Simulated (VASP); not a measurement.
The system is C.

```
C
1.0
     0.00000    1.80380    1.80380
     1.80380    0.00000    1.80380
     1.80380    1.80380    0.00000
C
2
Direct
  0.00000 0.00000 0.00000
  0.25000 0.25000 0.25000
```

This cell differs from its parent crystal: functional pbe, volume scaled by 1.04.

Base run:

```yaml
Program: VASP 6.6.1
Functional: PBE
Potentials_or_basis: VASP PAW PBE potentials, release 64 (C)
Cutoff: 520 eV
k_mesh: 14 × 14 × 14
Occupations: fermi-dirac, width 0.03 eV
Spin: no spin polarisation
```

Its results: band gap on the k mesh 4.05 eV, indirect (least direct gap 5.50 eV); pressure -11.8 GPa.

Q: The run is repeated on the same cell with these changes: cutoff from 520 eV to 600 eV; further incar settings from ALGO = Normal; EDIFF = 1e-08; NBANDS = 11 to ALGO = Normal; EDIFF = 1e-06; NBANDS = 11. What comes out?

A: Band gap on the k mesh 4.05 eV, indirect (least direct gap 5.50 eV); pressure -12.4 GPa.

A k mesh can miss the band edges.
